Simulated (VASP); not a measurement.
Input of a VASP 6.6.1 run:

Contents of INCAR:

```
SYSTEM = CdS
PREC = Accurate ; ENCUT = 520
EDIFF = 1E-7 ; ISMEAR = -1
SIGMA = 0.01 ; LREAL = .FALSE.
LASPH = .TRUE. ; NELM = 80
ALGO = Normal ; ISIF = 2
LWAVE = .FALSE. ; LCHARG = .FALSE.
GGA = PE ; NBANDS = 16
```

KPOINTS

```
Automatic mesh
0
G
  11 11 11
  0 0 0
```

Contents of POSCAR:

```
CdS
1.0
    0.0000000000      2.9100000000      2.9100000000
    2.9100000000      0.0000000000      2.9100000000
    2.9100000000      2.9100000000      0.0000000000
Cd S
1 1
Direct
    0.0000000000      0.0000000000      0.0000000000
    0.7500000000      0.7500000000      0.7500000000
```

Potentials or basis: VASP PAW PBE potentials, release 64 (Cd, S).

Command:

```sh
$ cat potpaw_PBE.64/Cd/POTCAR potpaw_PBE.64/S/POTCAR > POTCAR
$ mpirun -np 1 vasp_std > vasp.out
```

Predict the pressure.

3.7 GPa.

Predict the band gap on the k mesh.

1.16 eV, direct.

Expect the measured gap to be larger: semilocal functionals such as PBE lack the derivative discontinuity.
